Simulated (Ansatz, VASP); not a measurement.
# One calculation of WS2, two programs

```
W S
1.0
     3.14578    0.00000    0.00000
    -1.57289    2.72432    0.00000
     0.00000    0.00000   16.95342
W S
1 2
Direct
  0.33333 0.66667 0.00000
  0.66667 0.33333 0.90758
  0.66667 0.33333 0.09242
```

Alike in both runs: task single point; functional PBEsol; k mesh 12 × 12 × 2; occupations gaussian, width 0.05 eV; no spin polarisation.

|  | VASP | Ansatz |
| --- | --- | --- |
| version | VASP 6.6.1 | Ansatz 0.2.0 |
| potentials or method | VASP PAW PBE potentials, release 64 (W_sv, S), cutoff 520 eV | scalar-relativistic, plane waves, PAW |
| valence electrons in the cell | 26 | 26 |

|  | VASP | Ansatz | Ansatz less VASP |
| --- | --- | --- | --- |
| gap on the k mesh at the Fermi level (eV) | 1.94 | 1.94 | -0.005 |
| least direct gap on the mesh (eV) | 1.94 | 1.94 | -0.005 |
| rms of the force components (eV/Å) | 0.010 | 0.001 | -0.0088 |

VASP's potentials were made for PBE, not for PBEsol. Atom by atom the forces differ by 0.011 eV/Å (rms over components). Ansatz's warnings: xc potential rough in thin density.

Spin-orbit coupling is off throughout.
